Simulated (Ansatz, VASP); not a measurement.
**Si2C: VASP beside Ansatz**

File INCAR:

```
SYSTEM = Si2C
  PREC = Accurate
  ENCUT = 520
  EDIFF = 1E-6
  ISMEAR = 0
  SIGMA = 0.1
  LREAL = .False.
  LASPH = .True.
  NELM = 150
  ALGO = Normal
  ISIF = 2
  LWAVE = .False.
  LCHARG = .True.
  ISPIN = 2
  MAGMOM = 0 0 0 0 1 1
  LORBIT = 11
  GGA = PE
  LELF = .True.
  LVHAR = .True.
  NBANDS = 25
```

KPOINTS

```
regular mesh
0
Gamma
  6 6 2
  0 0 0
```

File POSCAR:

```
Si2C
1.0
    3.2319977737      0.0000000000      0.0000000000
   -1.6159988869      2.7989921770      0.0000000000
    0.0000000000      0.0000000000      8.6503027181
Si C
4 2
Direct
    0.0000000000      0.0000000000      0.3624318729
    0.3333333333      0.6666666667      0.0731969164
    0.0000000000      0.0000000000      0.6375681271
    0.6666666667      0.3333333333      0.9268030836
    0.6666666667      0.3333333333      0.7068532197
    0.3333333333      0.6666666667      0.2931467803
```

Input for Ansatz:

```yaml
crystal:
  lattice:
    - [3.2319977737, 0.0, 0.0]
    - [-1.6159988869, 2.798992177, 0.0]
    - [0.0, 0.0, 8.6503027181]
  atoms:
    - { symbol: Si, position: [0.0, 0.0, 0.3624318729] }
    - { symbol: Si, position: [0.3333333333, 0.6666666667, 0.0731969164] }
    - { symbol: Si, position: [0.0, 0.0, 0.6375681271] }
    - { symbol: Si, position: [0.6666666667, 0.3333333333, 0.9268030836] }
    - { symbol: C, position: [0.6666666667, 0.3333333333, 0.7068532197], spin: 1.0 }
    - { symbol: C, position: [0.3333333333, 0.6666666667, 0.2931467803], spin: 1.0 }
basis:
  ecutwfc: 420
kpoints:
  mp_grid: { grid: [6, 6, 2] }
hamiltonian:
  xc: pbe
scf:
  occupations: { method: gaussian, width: 0.1 }
  lower_state_search: "off"
output:
  forces: true
  stress: true
  eigenvalues: true
  populations: true
magnetization:
  spin_polarized: true
```

Alike in both runs: task single point; functional PBE; k mesh 6 × 6 × 2; occupations gaussian, width 0.1 eV; collinear spin.

```csv
,VASP,Ansatz
version,VASP 6.6.1,Ansatz 0.2.0
potentials or method,"VASP PAW PBE potentials, release 64 (Si, C), cutoff 520 eV","scalar-relativistic, plane waves, PAW"
valence electrons in the cell,24,24
```

|  | VASP | Ansatz | Ansatz less VASP |
| --- | --- | --- | --- |
| gap on the k mesh at the Fermi level (eV) | none | none | - |
| pressure (GPa) | -0.2 | -0.2 | +0.06 |
| traceless stress, the component that is largest in VASP (GPa) | -0.08 | -0.02 | +0.057 |
| rms of the force components (eV/Å) | 0.009 | 0.004 | -0.0050 |
| net moment per atom (μB) | 0.00 | 0.00 | 0.000 |

Atom by atom the forces differ by 0.007 eV/Å (rms over components). A gap of «none» marks a metal or a gap that the smearing closes. Ansatz's warnings: seeded moment not kept.

The k mesh is coarse, so the values compare programs but aren't converged.
